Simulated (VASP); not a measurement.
In4Sb:

```
In Sb
1.0
    -3.16427    3.16427    3.16427
     3.16427   -3.16427    3.16427
     3.16427    3.16427   -3.16427
In Sb
4 1
Cartesian
  1.5821 1.5821 1.5821
  -1.5821 1.5821 1.5821
  1.5821 1.5821 -1.5821
  1.5821 -1.5821 1.5821
  0.0000 0.0000 0.0000
```

The cell was built from a structure type or drawn by symmetry, and may not be a known phase.

| Quantity | Value |
| --- | --- |
| Program | VASP 6.6.1 |
| Task | relaxation of cell and atoms |
| Functional | PBE |
| Potentials or basis | VASP PAW PBE potentials, release 64 (In_d, Sb) |
| Cutoff | 600 eV |
| k mesh | 4 × 4 × 4 |
| Occupations | gaussian, width 0.1 eV |
| Spin | no spin polarisation |

At the start: pressure 18.2 GPa; volume 25.35 Å³/atom.

**Question.** How do energy, volume and symmetry change on relaxing?

**Answer.** Over 5 steps the energy falls by 366.9 meV/atom and the volume is 34.06 Å³/atom (+34.4 %); space group Im-3m (No. 229, to 0.1 Å) before and after.

Step by step:
| step | energy change (eV) | largest force (eV/Å) | pressure (GPa) | volume (Å³) |
| --- | --- | --- | --- | --- |
| 1 | 0.0000 | 0.0000 | 18.22 | 126.73 |
| 2 | -1.7102 | 0.0000 | -1.89 | 187.31 |
| 3 | -1.8337 | 0.0000 | 0.33 | 168.86 |
| 4 | -1.8336 | 0.0000 | -0.21 | 171.30 |
| 5 | -1.8344 | 0.0000 | -0.04 | 170.32 |

Final structure:
```
In Sb
1.0
    -3.49197    3.49197    3.49197
     3.49197   -3.49197    3.49197
     3.49197    3.49197   -3.49197
In Sb
4 1
Direct
  0.50000 0.50000 0.50000
  0.50000 0.00000 0.00000
  0.00000 0.00000 0.50000
  0.00000 0.50000 0.00000
  0.00000 0.00000 0.00000
```

Caveat: the volume moved by over 15 % at a fixed basis, so the end points are rough.
